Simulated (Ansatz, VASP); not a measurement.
Al in VASP and in Ansatz

```
Al
1.0
     2.79307    0.00000    0.00000
    -1.39653    2.41887    0.00000
     0.00000    0.00000    4.63732
Al
2
Direct
  0.66667 0.33333 0.75000
  0.33333 0.66667 0.25000
```

Change from the starting cell: strain -0.0200 x Voigt [1, 1, 0, 0, 0, 0], atoms carried along.

Alike in both runs: task single point; functional PBEsol; k mesh 24 × 24 × 14; occupations gaussian, width 0.15 eV; no spin polarisation.

|  | VASP | Ansatz |
| --- | --- | --- |
| version | VASP 6.6.1 | Ansatz 0.2.0 |
| potentials or method | VASP PAW PBE potentials, release 64 (Al), cutoff 520 eV | scalar-relativistic, plane waves, PAW |
| valence electrons in the cell | 6 | 6 |

|  | VASP | Ansatz | Ansatz less VASP |
| --- | --- | --- | --- |
| gap on the k mesh at the Fermi level (eV) | none | none | - |
| pressure (GPa) | 3.6 | 3.5 | -0.08 |
| traceless stress, the component that is largest in VASP (GPa) | -0.15 | -0.14 | +0.006 |

VASP's potentials were made for PBE, not for PBEsol. A gap of «none» marks a metal or a gap that the smearing closes.
